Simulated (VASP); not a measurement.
PtSe2: single point with PBEsol

Crystal: PtSe2.

```xyz
3
Lattice="3.5713 0.0000 0.0000 -1.7857 3.0929 0.0000 0.0000 0.0000 5.7424" Properties=species:S:1:pos:R:3 pbc="T T T"
Pt    0.0000    0.0000    0.0000
Se    0.0000    2.0619    1.3762
Se    1.7857    1.0310    4.3663
```

* Program: VASP 6.6.1
* Task: single point
* Functional: PBEsol
* Potentials or basis: VASP PAW PBE potentials, release 64 (Pt, Se)
* Cutoff: 520 eV
* k mesh: 12 × 12 × 7
* Occupations: gaussian, width 0.1 eV
* Spin: no spin polarisation

The pressure is 5.0 GPa and the largest force is 0.016 eV/Å. The band gap on the k mesh is 0.39 eV, indirect (least direct gap 0.59 eV).

Forces in eV/Å, atoms in the order of the input:
```
Pt   0.000  0.000  0.000
Se   0.000  0.000  0.016
Se   0.000  0.000 -0.016
```

Stress tensor (GPa, compression positive):
```
7.40 0.00 0.00
0.00 7.40 0.00
0.00 0.00 0.10
```

Levels at points of the mesh, in eV from the valence-band top:
```tsv
k point	band 8	band 9	band 10	band 11	band 12	band 13	band 14	band 15
(0.00, 0.00, 0.00)	-2.54	-0.33	-0.33	-0.01	2.35	2.35	4.59	4.73
(0.50, 0.00, 0.00)	-3.06	-2.91	-2.44	-2.44	1.31	2.53	4.99	5.73
```

Wall time 40 s on 1 thread of Intel(R) Xeon(R) 6975P-C (Granite Rapids), on a shared host, peak memory 0.28 GiB.

Caveat: the PAW data sets were made with another functional, which shifts forces and pressure a little; spin-orbit coupling is left out, which moves the levels of the heavy elements; this functional lacks dispersion, which binds the layers, so the pressure and a relaxed spacing across them are unreliable. A k mesh can miss the band edges.
